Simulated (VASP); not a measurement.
# CdF2 (Fm-3m) in VASP: a series of runs

CdF2 is run at these levels: r2SCAN; tasks: single point.

All numbers are computed with VASP 6.6.1; they aren't measurements. Logs are shortened: lines on timing, memory, paths and dates and some standing lists are left out, and cuts for length are marked.

**1. The cell of the first run**

It takes space group Fm-3m (No. 225, cubic). The conventional cell has a = 5.291 Å, b = 5.291 Å, c = 5.291 Å, α = 90.00°, β = 90.00°, γ = 90.00°. Within 3.0 Å of Cd (site symmetry m-3m) lie 8 F at 2.29 Å. F (site symmetry -43m) has 4 Cd at 2.29 Å and 6 F at 2.65 Å within 3.0 Å.

**2. Single point, r2SCAN**

Contents of POSCAR:

```
CdF2
1.0
    2.6456748444      2.6456748444      0.0000000000
   -2.6456748444      2.6456748444      0.0000000000
    0.0000000000      2.6456748444      2.6456748444
Cd F
1 2
Direct
    0.0000000000      0.0000000000      0.0000000000
    0.2500000000      0.7500000000      0.5000000000
    0.7500000000      0.2500000000      0.5000000000
```

Contents of INCAR.step1:

```
SYSTEM = CdF2
PREC = Accurate ; ENCUT = 770
ISMEAR = 0 ; SIGMA = 0.01
LREAL = .False. ; LASPH = .True.
NELM = 120 ; NBANDS = 24
GGA = PE ; ALGO = Normal
EDIFF = 1E-5 ; LWAVE = .True.
LCHARG = .False. ; GGA_COMPAT = .False.
```

Contents of INCAR.step2:

```
SYSTEM = CdF2
PREC = Accurate ; ENCUT = 770
EDIFF = 1E-6 ; ISMEAR = 0
SIGMA = 0.01 ; LREAL = .False.
LASPH = .True. ; NELM = 120
ALGO = Normal ; ISIF = 2
LWAVE = .False. ; LCHARG = .False.
METAGGA = R2SCAN ; LMIXTAU = .True.
NBANDS = 24 ; ISTART = 1
GGA_COMPAT = .False.
```

Contents of KPOINTS:

```
regular mesh
0
Gamma
  8 8 8
  0 0 0
```

Potentials or basis: VASP PAW PBE potentials, release 64 (Cd_sv_GW, F).

Started as:

```
cat potpaw_PBE.64/Cd_sv_GW/POTCAR potpaw_PBE.64/F/POTCAR > POTCAR
cp INCAR.step1 INCAR
mpirun -np 1 vasp_std > vasp.out
cp INCAR.step2 INCAR
mpirun -np 1 vasp_std > vasp.out
```

OUTCAR:

```text
SYSTEM = CdF2
   PREC = Accurate
   ENCUT = 770
   EDIFF = 1E-6
   ISMEAR = 0
   LREAL = .False.
   LASPH = .True.
   NELM = 120
   ISIF = 2
   METAGGA = R2SCAN
   ISTART = 1

 ion  position               nearest neighbor table
   1  0.000  0.000  0.000-
   2  0.250  0.750  0.500-
   3  0.750  0.250  0.500-

  LATTYP: Found a face centered cubic cell.
 ALAT       =     5.2913496888

  Lattice vectors:

 A1 = (   0.0000000000,   2.6456748444,   2.6456748444)
 A2 = (   2.6456748444,   0.0000000000,   2.6456748444)
 A3 = (   2.6456748444,   2.6456748444,   0.0000000000)

Analysis of symmetry for initial positions (statically):
=====================================================================
 Subroutine PRICEL returns:
 Original cell was already a primitive cell.

 Routine SETGRP: Setting up the symmetry group for a
 face centered cubic supercell.

 Subroutine GETGRP returns: Found 48 space group operations
 (whereof 48 operations were pure point group operations)
 out of a pool of 48 trial point group operations.

The static configuration has the point symmetry O_h .

Analysis of symmetry for dynamics (positions and initial velocities):
=====================================================================
 Subroutine PRICEL returns:
 Original cell was already a primitive cell.

 Routine SETGRP: Setting up the symmetry group for a
 face centered cubic supercell.

 Subroutine GETGRP returns: Found 48 space group operations
 (whereof 48 operations were pure point group operations)
 out of a pool of 48 trial point group operations.

The dynamic configuration has the point symmetry O_h .

 Subroutine INISYM returns: Found 48 space group operations
 (whereof 48 operations are pure point group operations),
 and found     1 'primitive' translations

----------------------------------------------------------------------------------------

                                     Primitive cell

  volume of cell :      37.0373

  direct lattice vectors                    reciprocal lattice vectors
     2.645674844  2.645674844  0.000000000     0.188987699  0.188987699 -0.188987699
    -2.645674844  2.645674844  0.000000000    -0.188987699  0.188987699 -0.188987699
     0.000000000  2.645674844  2.645674844     0.000000000  0.000000000  0.377975397

  length of vectors
     3.741549247  3.741549247  3.741549247     0.327336296  0.327336296  0.377975397

  position of ions in fractional coordinates (direct lattice)
     0.000000000  0.000000000  0.000000000
     0.250000000  0.750000000  0.500000000
     0.750000000  0.250000000  0.500000000

  ion indices of the primitive-cell ions
   primitive index   ion index
                 1           1
                 2           2
                 3           3

----------------------------------------------------------------------------------------

 KPOINTS: regular mesh

Automatic generation of k-mesh.
 Grid dimensions read from file:
 generate k-points for:    8    8    8

 Generating k-lattice:

  Cartesian coordinates                     Fractional coordinates (reciprocal lattice)
     0.023623462  0.023623462 -0.023623462     0.125000000  0.000000000  0.000000000
    -0.023623462  0.023623462 -0.023623462     0.000000000  0.125000000  0.000000000
     0.000000000  0.000000000  0.047246925     0.000000000  0.000000000  0.125000000

  Length of vectors
     0.040917037  0.040917037  0.047246925

  Shift w.r.t. Gamma in fractional coordinates (k-lattice)
     0.000000000  0.000000000  0.000000000

 Subroutine IBZKPT returns following result:
 ===========================================

 Found     29 irreducible k-points:

 Following reciprocal coordinates:
            Coordinates               Weight
  0.000000  0.000000  0.000000      1.000000
  0.125000  0.000000  0.000000      8.000000
  0.250000  0.000000  0.000000      8.000000
  0.375000  0.000000  0.000000      8.000000
  0.500000  0.000000  0.000000      4.000000
  0.125000  0.125000  0.000000     12.000000
[... 16 lines left out ...]
  0.375000  0.250000  0.125000     48.000000
  0.500000  0.250000  0.125000     24.000000
 [... further k-points ...]
   k-points           NKPTS =     29   k-points in BZ     NKDIM =     29   number of bands    NBANDS=     24
   number of dos      NEDOS =    301   number of ions     NIONS =      3
   total plane-waves  NPLWV =  46656
   dimension x,y,z NGX =    36 NGY =   36 NGZ =   36
   dimension x,y,z NGXF=    72 NGYF=   72 NGZF=   72
   ions per type =               1   2
   NGX,Y,Z   is equivalent  to a cutoff of  16.00, 16.00, 16.00 a.u.
   NGXF,Y,Z  is equivalent  to a cutoff of  31.99, 31.99, 31.99 a.u.
 SYSTEM =  CdF2
   PREC   = accura    normal or accurate (medium, high low for compatibility)
   ISTART =      1    job   : 0-new  1-cont  2-samecut
   ICHARG =      0    charge: 1-file 2-atom 10-const
   ISPIN  =      1    spin polarized calculation?
   LNONCOLLINEAR =      F non collinear calculations
   LSORBIT =      F    spin-orbit coupling
   LASPH  =      T    aspherical Exc in radial PAW
   ENCUT  =  770.0 eV  56.59 Ry    7.52 a.u.   8.47  8.47  8.47*2*pi/ulx,y,z
   NELM   =    120;   NELMIN=  2; NELMDL=  0     # of ELM steps
   EDIFF  = 0.1E-05   stopping-criterion for ELM
   LREAL  =      F    real-space projection
[... 7 lines left out ...]
   TEBEG  =    0.0;   TEEND  =   0.0 temperature during run
   PSTRESS=    0.0 pullay stress
   NELECT =      34.0000    total number of electrons
   NUPDOWN=      -1.0000    fix difference up-down
   EMIN   =  10.00;   EMAX   =-10.00  energy-range for DOS
   EFERMI =   0.00;   METHOD = LEGACY
   ISMEAR =     0;   SIGMA  =   0.01  broadening in eV -4-tet -1-fermi 0-gaus
   EFERMI_NEDOS =   21; number of points for ismear=-14 and -15
   IALGO  =     38    algorithm
   IMIX   =      4    mixing-type and parameters
     AMIX     =   0.40;   BMIX     =  1.00
     AMIX_MAG =   1.60;   BMIX_MAG =  1.00
  volume/ion in A,a.u.               =      12.35        83.31
  Fermi-wavevector in a.u.,A,eV,Ry     =   1.591065  3.006677 34.442996  2.531489
  Thomas-Fermi vector in A             =   2.689663
   LORBIT       =      0    0 simple, 1 ext, 2 COOP (PROOUT), +10 PAW based schemes
   METAGGA = R2SCAN    functional components
   LHFCALC =     F    Hartree Fock is set to
   AEXX    =    0.0000 exact exchange contribution
   IVDW    =     0    specifies the selected vdW correction
   LEPSILON=     F    determine dielectric tensor
   LRPA    =     F    only Hartree local field effects (RPA)
 non-spin polarized calculation
 Gauss-broadening in eV      SIGMA  =   0.01
  energy-cutoff  :      770.00
  volume of cell :       37.04
 maximum number of plane-waves:      1817
 NGX is ok and might be reduce to    36
   NGX = 17   NGY = 17   NGZ = 17

 number of electron      34.0000000 magnetization

 Free energy of the ion-electron system (eV)
  ---------------------------------------------------
  ext. energy  EPLUGINS =         0.00000000
  ---------------------------------------------------
  free energy    TOTEN  =       -33.80226175 eV

  energy without entropy =      -33.80226175  energy(sigma->0) =      -33.80226175

 E-fermi :   0.9255     XC(G=0): -11.5355

 val. band max:        0.6042183131   @ k =   0.5000   0.5000   0.2500
 cond. band min:       4.5941457523   @ k =   0.0000   0.0000   0.0000
 fundamental gap:      3.9899274392
 Fermi energy:         0.9254753413

 k-point     1 :       0.0000    0.0000    0.0000
  band No.  band energies     occupation
      1    -100.2687      2.00000
      2     -60.4736      2.00000
      3     -60.4736      2.00000
      4     -60.4736      2.00000
      5     -21.6400      2.00000
      6     -20.4270      2.00000
[... 16 lines left out ...]
     23      21.9276      0.00000
     24      21.9276      0.00000

 k-point     2 :       0.1250    0.0000    0.0000
  band No.  band energies     occupation
      1    -100.2687      2.00000
      2     -60.4741      2.00000
      3     -60.4737      2.00000
      4     -60.4737      2.00000
      5     -21.5855      2.00000
      6     -20.4762      2.00000
[... 16 lines left out ...]
     23      21.5053      0.00000
     24      21.5053      0.00000

 k-point     3 :       0.2500    0.0000    0.0000
  band No.  band energies     occupation
      1    -100.2686      2.00000
      2     -60.4752      2.00000
      3     -60.4738      2.00000
      4     -60.4738      2.00000
      5     -21.4378      2.00000
      6     -20.6088      2.00000
[... 16 lines left out ...]
     23      20.7837      0.00000
     24      21.4834      0.00000

 k-point     4 :       0.3750    0.0000    0.0000
  band No.  band energies     occupation
      1    -100.2686      2.00000
      2     -60.4764      2.00000
      3     -60.4740      2.00000
      4     -60.4740      2.00000
      5     -21.2351      2.00000
      6     -20.7929      2.00000
[... 16 lines left out ...]
     23      20.2291      0.00000
     24      20.9626      0.00000

 k-point     5 :       0.5000    0.0000    0.0000
  band No.  band energies     occupation
      1    -100.2686      2.00000
      2     -60.4769      2.00000
      3     -60.4741      2.00000
      4     -60.4741      2.00000
      5     -21.0518      2.00000
      6     -20.9675      2.00000
[... 16 lines left out ...]
     23      20.0058      0.00000
     24      20.5442      0.00000

 k-point     6 :       0.1250    0.1250    0.0000
  band No.  band energies     occupation
      1    -100.2686      2.00000
      2     -60.4746      2.00000
      3     -60.4739      2.00000
      4     -60.4737      2.00000
      5     -21.5015      2.00000
      6     -20.5507      2.00000
[... 16 lines left out ...]
     23      20.6504      0.00000
     24      22.2141      0.00000
[... 379 lines left out ...]
 k-point    21 :       0.5000    0.5000    0.0000
  band No.  band energies     occupation
      1    -100.2685      2.00000
      2     -60.4769      2.00000
      3     -60.4748      2.00000
      4     -60.4748      2.00000
      5     -21.1262      2.00000
      6     -20.8391      2.00000
[... 16 lines left out ...]
     23      21.7265      0.00000
     24      22.8785      0.00000

 k-point    22 :       0.2500    0.2500    0.1250
  band No.  band energies     occupation
      1    -100.2686      2.00000
      2     -60.4756      2.00000
      3     -60.4744      2.00000
      4     -60.4741      2.00000
      5     -21.3345      2.00000
      6     -20.6919      2.00000
[... 16 lines left out ...]
     23      21.3750      0.00000
     24      24.1977      0.00000

 k-point    23 :       0.3750    0.2500    0.1250
  band No.  band energies     occupation
      1    -100.2686      2.00000
      2     -60.4762      2.00000
      3     -60.4748      2.00000
      4     -60.4743      2.00000
      5     -21.1712      2.00000
      6     -20.8338      2.00000
[... 16 lines left out ...]
     23      20.7772      0.00000
     24      23.9413      0.00000

 k-point    24 :       0.5000    0.2500    0.1250
  band No.  band energies     occupation
      1    -100.2685      2.00000
      2     -60.4765      2.00000
      3     -60.4750      2.00000
      4     -60.4744      2.00000
      5     -21.0188      2.00000
      6     -20.9765      2.00000
[... 16 lines left out ...]
     23      20.5188      0.00000
     24      24.0600      0.00000

 [... further k-points ...]
[... 5 lines left out ...]
  --------------------------------------------------------------------------------------
  -------------------------------------------------------------------------------------
  Total        1.5214028      1.5214028      1.5214028     -0.0000000      0.0000000     -0.0000000
  in kB       65.8135604     65.8135604     65.8135604     -0.0000000      0.0000000     -0.0000000
  external PRESSURE =      65.8135604 kB  Pullay stress =       0.0000000 kB

 VOLUME and BASIS-vectors are now :
 -----------------------------------------------------------------------------
  energy-cutoff  :      770.00
  volume of cell :       37.04
      direct lattice vectors                 reciprocal lattice vectors
     2.645674844  2.645674844  0.000000000     0.188987699  0.188987699 -0.188987699
    -2.645674844  2.645674844  0.000000000    -0.188987699  0.188987699 -0.188987699
     0.000000000  2.645674844  2.645674844     0.000000000  0.000000000  0.377975397

 POSITION                                       TOTAL-FORCE (eV/Angst)
 -----------------------------------------------------------------------------------
      0.00000      0.00000      0.00000        -0.000000      0.000000      0.000000
     -1.32284      3.96851      1.32284        -0.000000      0.000000     -0.000000
      1.32284      3.96851      1.32284         0.000000     -0.000000      0.000000
 -----------------------------------------------------------------------------------
    total drift:                                0.000000      0.000000      0.000000

  FREE ENERGIE OF THE ION-ELECTRON SYSTEM (eV)
  ---------------------------------------------------
  free  energy   TOTEN  =       -33.8022617513 eV

  energy  without entropy=      -33.8022617513  energy(sigma->0) =      -33.80226175
```

Run time: 3.2 min. Hardware: 1 thread of Intel Xeon Platinum 8259CL at 2.50GHz (Skylake/Cascade Lake), shared host; peak memory 0.25 GiB.

What came out:

```yaml
Free_energy: -33.8023 eV
Pressure: 6.6 GPa
Band_gap_on_the_k_mesh: 3.99 eV (least direct gap 4.43 eV)
```

Caveat: the cell stands under pressure; the PAW data sets were made with another functional, which shifts forces and pressure a little. A k mesh can miss the band edges.

**3. Single point, r2SCAN**

This run uses another cell than the first one, of 13.03 Å³/atom.

Contents of POSCAR:

```
CdF2
1.0
    2.6940000000      2.6940000000      0.0000000000
   -2.6940000000      2.6940000000      0.0000000000
    0.0000000000      2.6940000000      2.6940000000
Cd F
1 2
Direct
    0.0000000000      0.0000000000      0.0000000000
    0.2500000000      0.7500000000      0.5000000000
    0.7500000000      0.2500000000      0.5000000000
```

Contents of INCAR.step1:

```
PREC = Accurate
ENCUT = 770
ISMEAR = 0
SIGMA = 0.01
LREAL = False
LASPH = True
NELM = 120
NBANDS = 24
GGA = PE
ALGO = Normal
EDIFF = 1E-5
LWAVE = True
LCHARG = False
GGA_COMPAT = False
```

Contents of INCAR.step2:

```
PREC = Accurate
ENCUT = 770
EDIFF = 1E-6
ISMEAR = 0
SIGMA = 0.01
LREAL = False
LASPH = True
NELM = 120
ALGO = Normal
ISIF = 2
LWAVE = False
LCHARG = True
METAGGA = R2SCAN
LMIXTAU = True
LELF = True
LVHAR = True
NBANDS = 24
ISTART = 1
GGA_COMPAT = False
```

Contents of KPOINTS:

```
regular mesh
0
Gamma
  8 8 8
```

Potentials or basis: VASP PAW PBE potentials, release 64 (Cd_sv_GW, F).

Started as:

```
cat potpaw_PBE.64/Cd_sv_GW/POTCAR potpaw_PBE.64/F/POTCAR > POTCAR
cp INCAR.step1 INCAR
mpirun -np 1 vasp_std > vasp.out
cp INCAR.step2 INCAR
mpirun -np 1 vasp_std > vasp.out
```

Wall time 2.9 min (1 thread of Intel Xeon Platinum 8259CL at 2.50GHz (Skylake/Cascade Lake), shared host); peak memory 0.26 GiB.

The run converged. Its results:

| Quantity | Value |
| --- | --- |
| Free energy | -33.8456 eV |
| Pressure | -0.4 GPa |
| Band gap on the k mesh | 3.79 eV (least direct gap 4.31 eV) |

Levels at points of the mesh, in eV from the valence-band top:
```csv
k point,band 15,band 16,band 17,band 18,band 19,band 20
"(0.00, 0.00, 0.00)",-0.52,-0.52,-0.52,3.79,13.61,13.61
"(0.50, 0.00, 0.00)",-1.85,-0.41,-0.41,8.02,9.70,15.61
"(0.50, 0.50, 0.00)",-0.52,-0.09,-0.09,8.91,10.58,12.21
```

Caveat: the PAW data sets were made with another functional, which shifts forces and pressure a little. A k mesh can miss the band edges.
